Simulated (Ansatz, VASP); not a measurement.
**Two plane-wave programs on TePb**

POSCAR

```
TePb
1.0
    0.0000000000      3.0367232652      3.6440679182
    3.0367232652      0.0000000000      3.6440679182
    3.0367232652      3.0367232652      0.0000000000
Te Pb
1 1
Direct
    0.5000000000      0.5000000000      0.5000000000
    0.0000000000      0.0000000000      0.0000000000
```

File INCAR.step1:

```
  PREC = Accurate
  ENCUT = 520
  ISMEAR = 0
  SIGMA = 0.05
  LREAL = F
  LASPH = T
  NELM = 100
  NBANDS = 17
  GGA = PE
  ALGO = Normal
  EDIFF = 1E-4
  LWAVE = T
  LCHARG = F
```

Contents of INCAR.step2:

```
  PREC = Accurate
  ENCUT = 520
  EDIFF = 1E-6
  ISMEAR = 0
  SIGMA = 0.05
  LREAL = F
  LASPH = T
  NELM = 100
  ALGO = Normal
  ISIF = 2
  LWAVE = F
  LCHARG = T
  METAGGA = R2SCAN
  LMIXTAU = T
  LELF = T
  LVHAR = T
  NBANDS = 17
  ISTART = 1
```

File KPOINTS:

```
regular mesh
0
Gamma
  8 8 8
```

Input for Ansatz:

```yaml
crystal:
  lattice:
    - [0.0, 3.0367232652, 3.6440679182]
    - [3.0367232652, 0.0, 3.6440679182]
    - [3.0367232652, 3.0367232652, 0.0]
  atoms:
    - { symbol: Te, position: [0.5, 0.5, 0.5] }
    - { symbol: Pb, position: [0.0, 0.0, 0.0] }
basis:
  ecutwfc: 500
kpoints:
  mp_grid: { grid: [8, 8, 8] }
hamiltonian:
  xc: r2scan
scf:
  occupations: { method: gaussian, width: 0.05 }
output:
  forces: true
  stress: true
  eigenvalues: true
  write_density: true
  write_potential: true
  elf: true
  volumetric_format: npy
```

Alike in both runs: task single point; functional r2SCAN; k mesh 8 × 8 × 8; occupations gaussian, width 0.05 eV; no spin polarisation.

|  | VASP | Ansatz |
| --- | --- | --- |
| version | VASP 6.6.1 | Ansatz 0.2.0 |
| potentials or method | VASP PAW PBE potentials, release 64 (Te, Pb_d), cutoff 520 eV | scalar-relativistic, plane waves, PAW |
| valence electrons in the cell | 20 | 30 |

Ansatz gave:

| Quantity | Value |
| --- | --- |
| gap on the k mesh at the Fermi level (eV) | 0.06 |
| least direct gap on the mesh (eV) | 0.06 |
| pressure (GPa) | 5.8 |
| traceless stress, the component that is largest in VASP (GPa) | -11.13 |

Problem. Which values does VASP return?

Solution. gap on the k mesh at the Fermi level (eV): 0.06; least direct gap on the mesh (eV): 0.06; pressure (GPa): 5.8; traceless stress, the component that is largest in VASP (GPa): -11.16.

VASP's potentials were made for PBE, not for r2SCAN. VASP's potentials hold 20 valence electrons a cell and Ansatz's 30, so a difference there can come from the potentials and not from the codes.

Neither program's run includes spin-orbit coupling.
